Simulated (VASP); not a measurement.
Write the native input for VASP 6.6.1 that does the following.

| Quantity | Value |
| --- | --- |
| Task | single point |
| Functional | PBE |
| Potentials or basis | VASP PAW PBE potentials, release 64 (La, O) |
| Cutoff | 520 eV |
| k mesh | 12 × 12 × 4 |
| Occupations | fermi-dirac, width 0.02 eV |
| Spin | no spin polarisation |
| Dipole correction | no |
| Further INCAR settings | ALGO = Normal; EDIFF = 1e-06; NBANDS = 28 |

The structure of La2O3 lies in POSCAR:

```
La2O3
1.0
    3.9404478386      0.0000000000      0.0000000000
   -1.9702239193      3.4125279305      0.0000000000
    0.0000000000      0.0000000000      6.1873564148
La O
2 3
Direct
    0.6666666667      0.3333333333      0.7526274787
    0.3333333333      0.6666666667      0.2473725213
    0.6666666667      0.3333333333      0.3546952471
    0.3333333333      0.6666666667      0.6453047529
    0.0000000000      0.0000000000      0.0000000000
```

These files were run (other wordings do the same):

INCAR

```
  PREC = Accurate
  ENCUT = 520
  EDIFF = 1E-6
  ISMEAR = -1
  SIGMA = 0.02
  LREAL = F
  LASPH = T
  NELM = 100
  ALGO = Normal
  ISIF = 2
  LWAVE = F
  LCHARG = F
  GGA = PE
  NBANDS = 28
```

KPOINTS

```
Automatic mesh
0
Gamma
  12 12 4
```

Potentials or basis: VASP PAW PBE potentials, release 64 (La, O).

Command:

```sh
$ cat potpaw_PBE.64/La/POTCAR potpaw_PBE.64/O/POTCAR > POTCAR
$ mpirun -np 1 vasp_std > vasp.out
```

It gave:

| Quantity | Value |
| --- | --- |
| Pressure | -0.3 GPa |
| Largest force | 0.012 eV/Å |
| Band gap on the k mesh | 3.85 eV, indirect (least direct gap 3.98 eV) |

Caveat: spin-orbit coupling is left out, which moves the levels of the heavy elements.

It took 2.1 min on 1 thread of Intel(R) Xeon(R) 6975P-C (Granite Rapids) (shared host), peak memory 0.3 GiB.
